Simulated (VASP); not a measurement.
A run of VASP 6.6.1 is set up as follows.

File INCAR:

```
SYSTEM = SnTe
PREC     = Accurate       ! precision mode
ENCUT    = 600            ! plane-wave cutoff, eV
EDIFF    = 1E-7           ! SCF threshold, eV
ISMEAR   = 0              ! smearing method
SIGMA    = 0.1            ! smearing width, eV
LREAL    = .False.        ! projectors in reciprocal space
LASPH    = .True.         ! aspherical terms in the spheres
NELM     = 80             ! most SCF steps
ALGO     = Fast           ! electronic algorithm
ISIF     = 3              ! what is computed and relaxed
LWAVE    = .False.        ! write WAVECAR
LCHARG   = .False.        ! write CHGCAR
GGA      = PE             ! functional
IBRION   = 2              ! ionic algorithm
NSW      = 100            ! ionic steps
EDIFFG   = -0.01          ! ionic threshold
```

File KPOINTS:

```
regular mesh
0
Gamma
  16 16 12
  0 0 0
```

The input POSCAR:

```
SnTe
1.0
    3.5948061600      0.0000000000      0.0000000000
    0.0000000000      3.5948061600      0.0000000000
    0.0000000000      0.0000000000      5.0523429000
Sn Te
1 1
Direct
    0.5000000000      0.5000000000      0.5000000000
    0.0000000000      0.0000000000      0.0000000000
```

Potentials or basis: VASP PAW PBE potentials, release 64 (Sn_d, Te).

Run with:

```sh
$ cat potpaw_PBE.64/Sn_d/POTCAR potpaw_PBE.64/Te/POTCAR > POTCAR
$ mpirun -np 1 vasp_std > vasp.out
```

Q: What does it give for the band gap on the k mesh?

A: Zero (bands 10 and 11 overlap by 1.76 eV).

Q: Predict the relaxed volume.

A: 29.40 Å³/atom.

Final structure:
```cif
data_structure
_symmetry_space_group_name_H-M 'P 1'
_symmetry_Int_Tables_number 1
_cell_length_a 3.8861
_cell_length_b 3.8861
_cell_length_c 3.8939
_cell_angle_alpha 90.000
_cell_angle_beta 90.000
_cell_angle_gamma 90.000
_cell_volume 58.81
loop_
_atom_site_label
_atom_site_type_symbol
_atom_site_fract_x
_atom_site_fract_y
_atom_site_fract_z
_atom_site_occupancy
Sn1 Sn 0.50000 0.50000 0.50000 1
Te1 Te 0.00000 0.00000 0.00000 1
```

Caveat: a cell axis changed by over 15 % at a fixed basis, so the end point is rough; spin-orbit coupling is left out, which moves the levels of the heavy elements.
